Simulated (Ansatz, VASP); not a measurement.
Two plane-wave programs on CsCl

File INCAR:

```
PREC     = Accurate       # precision mode
ENCUT    = 500            # plane-wave cutoff, eV
EDIFF    = 1E-6           # SCF threshold, eV
ISMEAR   = 0              # smearing method
SIGMA    = 0.01           # smearing width, eV
LREAL    = False          # projectors in reciprocal space
LASPH    = True           # aspherical terms in the spheres
NELM     = 120            # most SCF steps
ALGO     = Normal         # electronic algorithm
ISIF     = 2              # what is computed and relaxed
LWAVE    = False          # write WAVECAR
LCHARG   = False          # write CHGCAR
NBANDS   = 15             # bands
GGA_COMPAT= False
```

KPOINTS

```
regular mesh
0
Gamma
  6 6 6
```

POSCAR

```
CsCl
1.0
    4.1406758997      0.0000000000      0.0000000000
    0.0000000000      4.1406758997      0.0000000000
    0.0000000000      0.0000000000      4.1406758997
Cs Cl
1 1
Direct
    0.0000000000      0.0000000000      0.0000000000
    0.5000000000      0.5000000000      0.5000000000
```

Input for Ansatz:

```yaml
crystal:
  lattice:
    - [4.1406758997, 0.0, 0.0]
    - [0.0, 4.1406758997, 0.0]
    - [0.0, 0.0, 4.1406758997]
  atoms:
    - { symbol: Cs, position: [0.0, 0.0, 0.0] }
    - { symbol: Cl, position: [0.5, 0.5, 0.5] }
kpoints:
  mp_grid: { grid: [6, 6, 6] }
hamiltonian:
  xc: lda
scf:
  occupations: { method: fixed }
output:
  optics:
    e_range: [0, 6]
    de: 0.2
    sigma: 0.03
    scissors: 0.6
    scheme: gaussian
    bands: { spectra_wanted_up_to: 6 }
```

Alike in both runs: task single point; functional LDA; k mesh 6 × 6 × 6; no spin polarisation.

|  | VASP | Ansatz |
| --- | --- | --- |
| version | VASP 6.6.1 | Ansatz 0.2.0 |
| potentials or method | VASP PAW LDA potentials, release 64 (Cs_sv, Cl) | plane waves, PAW |
| plane-wave cutoff (eV) | 500 | 420 |
| occupations | gaussian, width 0.01 eV | fixed |
| valence electrons in the cell | 16 | 16 |

```tsv
	VASP	Ansatz	Ansatz less VASP
gap on the k mesh at the Fermi level (eV)	4.79	4.79	-0.006
```

LDA's correlation is that of Perdew and Zunger in VASP and of Perdew and Wang (1992) in Ansatz.

Neither program's run includes spin-orbit coupling.
